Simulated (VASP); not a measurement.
Here is a VASP 6.6.1 calculation.

File INCAR:

```
SYSTEM = Sn2Sb2Te
ALGO = Normal
EDIFF = 1E-6
ENCUT = 520
GGA = PE
ISIF = 2
ISMEAR = 0
LASPH = .True.
LCHARG = .False.
LREAL = .False.
LWAVE = .False.
NBANDS = 30
NELM = 60
PREC = Accurate
SIGMA = 0.1
```

The input KPOINTS:

```
k-points
0
Gamma
  10 10 10
  0 0 0
```

The input POSCAR:

```
Sn2Sb2Te
1.0
    0.0000000000      8.2760344895      3.1463647823
    3.0697008141      0.0000000000      3.1463647823
    3.0697008141      8.2760344895      0.0000000000
Sn Sb Te
2 2 1
Direct
    0.6414981647      0.4465276097      0.5534723903
    0.4465276097      0.6414981647      0.3585018353
    0.2207440803      0.2207440803      0.2792559197
    0.7207440803      0.7207440803      0.7792559197
    0.9604804149      0.9604804149      0.0395195851
```

Potentials or basis: VASP PAW PBE potentials, release 64 (Sn_d, Sb, Te).

The run is started by

```console
$ cat potpaw_PBE.64/Sn_d/POTCAR potpaw_PBE.64/Sb/POTCAR potpaw_PBE.64/Te/POTCAR > POTCAR
$ mpirun -np 1 vasp_std > vasp.out
```

Problem. Estimate the largest force.

Solution. 0.007 eV/Å.

Problem. Predict the band gap on the k mesh.

Solution. Zero (bands 22 and 23 overlap by 0.51 eV).

Forces on the atoms (eV/Å):
```
Sn   0.000  0.000 -0.005
Sn   0.000  0.000 -0.005
Sb   0.000  0.000  0.001
Sb   0.000  0.000  0.001
Te   0.000  0.000  0.007
```

Caveat: spin-orbit coupling is left out, which moves the levels of the heavy elements.
